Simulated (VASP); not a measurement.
## Be2Si: single point with r2SCAN

Be2Si:

```
CELL_PARAMETERS angstrom
0.00000 2.64138 2.64138
2.64138 0.00000 2.64138
2.64138 2.64138 0.00000
ATOMIC_POSITIONS crystal
Si 0.00000 0.00000 0.00000
Be 0.25000 0.25000 0.25000
Be 0.75000 0.75000 0.75000
```

* Program: VASP 6.6.1
* Task: single point
* Functional: r2SCAN
* Potentials or basis: VASP PAW PBE potentials, release 64 (Si, Be)
* Cutoff: 520 eV
* k mesh: 6 × 6 × 6
* Occupations: fermi-dirac, width 0.02 eV
* Spin: no spin polarisation

```
Pressure               : 0.1 GPa
Band gap on the k mesh : zero (bands 4 and 5 overlap by 0.72 eV)
```

Levels at points of the mesh, in eV from the Fermi level:
| k point | band 2 | band 3 | band 4 | band 5 | band 6 | band 7 |
| --- | --- | --- | --- | --- | --- | --- |
| (0.00, 0.00, 0.00) | 0.65 | 0.65 | 0.65 | 0.98 | 0.98 | 0.98 |
| (0.50, 0.00, 0.00) | -7.65 | -1.30 | -1.30 | 1.55 | 1.55 | 2.97 |
| (0.50, 0.50, 0.00) | -6.73 | -3.97 | -3.97 | -0.07 | 0.69 | 8.58 |

Wall time 57 s on 1 thread of AMD EPYC 7R13 (shared host), peak memory 0.12 GiB.

Caveat: the PAW data sets were made with another functional, which shifts forces and pressure a little.
